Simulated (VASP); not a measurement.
Crystal: In7O.

```
In O
1.0
     0.00000    4.79768    4.79768
     4.79768    0.00000    4.79768
     4.79768    4.79768    0.00000
In O
7 1
Cartesian
  7.3416 4.7977 4.7977
  2.2537 4.7977 4.7977
  4.7977 7.3416 4.7977
  4.7977 2.2537 4.7977
  4.7977 4.7977 7.3416
  4.7977 4.7977 2.2537
  2.3988 2.3988 2.3988
  0.0000 0.0000 0.0000
```

The cell was built from a structure type or drawn by symmetry, and may not be a known phase.

| Property | Result |
| --- | --- |
| Program | VASP 6.6.1 |
| Task | relaxation of cell and atoms |
| Functional | PBE |
| Potentials or basis | VASP PAW PBE potentials, release 64 (In_d, O) |
| Cutoff | 600 eV |
| k mesh | 3 × 3 × 3 |
| Occupations | gaussian, width 0.2 eV |
| Spin | no spin polarisation |

At the start: pressure 5.1 GPa; volume 27.61 Å³/atom.

**Question.** Where does the relaxation end?

**Answer.** Over 8 steps the energy falls by 118.2 meV/atom and the volume is 28.41 Å³/atom (+2.9 %); space group F-43m (No. 216, to 0.1 Å) before and after.

The path:
| step | energy change (eV) | largest force (eV/Å) | pressure (GPa) | volume (Å³) |
| --- | --- | --- | --- | --- |
| 1 | 0.0000 | 1.7608 | 5.11 | 220.86 |
| 2 | -0.7255 | 0.2686 | -1.42 | 250.22 |
| 3 | -0.7323 | 0.3705 | -0.97 | 247.06 |
| 4 | -0.8052 | 0.3371 | -0.78 | 241.96 |
| 5 | -0.9350 | 0.1617 | 0.23 | 227.09 |
| 6 | -0.9378 | 0.0893 | 0.61 | 223.30 |
| 7 | -0.9387 | 0.1139 | 0.48 | 224.48 |
| 8 | -0.9458 | 0.0369 | -0.11 | 227.29 |

Final structure:
```
In O
1.0
     0.00000    4.84376    4.84376
     4.84376    0.00000    4.84376
     4.84376    4.84376    0.00000
In O
7 1
Direct
  0.25443 0.74557 0.74557
  0.74557 0.25443 0.25443
  0.74557 0.25443 0.74557
  0.25443 0.74557 0.25443
  0.74557 0.74557 0.25443
  0.25443 0.25443 0.74557
  0.25000 0.25000 0.25000
  0.00000 0.00000 0.00000
```

Caveat: the k points lie up to 0.37 Å⁻¹ apart in the final cell, too coarse for converged energies and pressures of a metal; an odd number of electrons without spin polarisation forces a metal; a magnetic or distorted state may lie lower; the relaxation stopped at a loose force limit of 0.08 eV/Å, so its end isn't a converged minimum.
